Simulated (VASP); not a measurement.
Set up this calculation in VASP 6.6.1, as the native input.

- Task: electric field gradients
- Functional: LDA
- Potentials or basis: VASP PAW LDA potentials, release 64 (La, Tl_d)
- Cutoff: 520 eV
- k mesh: 8 × 8 × 8
- Occupations: fermi-dirac, width 0.08 eV
- Spin: no spin polarisation
- Dipole correction: no
- Further INCAR settings: ALGO = Normal; EDIFF = 1e-08; NBANDS = 31

The structure of La3Tl lies in POSCAR:

```
La3Tl
1.0
    4.9567057101      0.0000000000      0.0000000000
    0.0000000000      4.9567057101      0.0000000000
    0.0000000000      0.0000000000      4.9567057101
La Tl
3 1
Direct
    0.0000000000      0.5000000000      0.5000000000
    0.5000000000      0.0000000000      0.5000000000
    0.5000000000      0.5000000000      0.0000000000
    0.0000000000      0.0000000000      0.0000000000
```

The input as run:

INCAR

```
PREC = Accurate ; ENCUT = 520
EDIFF = 1E-8 ; ISMEAR = -1
SIGMA = 0.08 ; LREAL = F
LASPH = T ; NELM = 80
ALGO = Normal ; ISIF = 2
LWAVE = F ; LCHARG = F
LEFG = T ; NBANDS = 31
```

KPOINTS

```
regular mesh
0
Gamma
  8 8 8
```

Potentials or basis: VASP PAW LDA potentials, release 64 (La, Tl_d).

Run with:

```bash
$ cat potpaw_LDA.64/La/POTCAR potpaw_LDA.64/Tl_d/POTCAR > POTCAR
$ mpirun -np 1 vasp_std > vasp.out
```

Results of the run:

```
Pressure                                : -1.3 GPa
Band gap on the k mesh                  : zero (bands 23 and 24 overlap by 1.21 eV)
Largest electric field gradient by atom : La +149.1; Tl -0.0 V/Å²
```

Caveat: without QUAD_EFG the Cq values of the log hold for a quadrupole moment of 1 mb, not for the nuclei; spin-orbit coupling is left out, which moves the levels of the heavy elements.

Wall time 90 s on 1 thread of Intel(R) Xeon(R) 6975P-C (Granite Rapids) (shared host), peak memory 0.27 GiB.
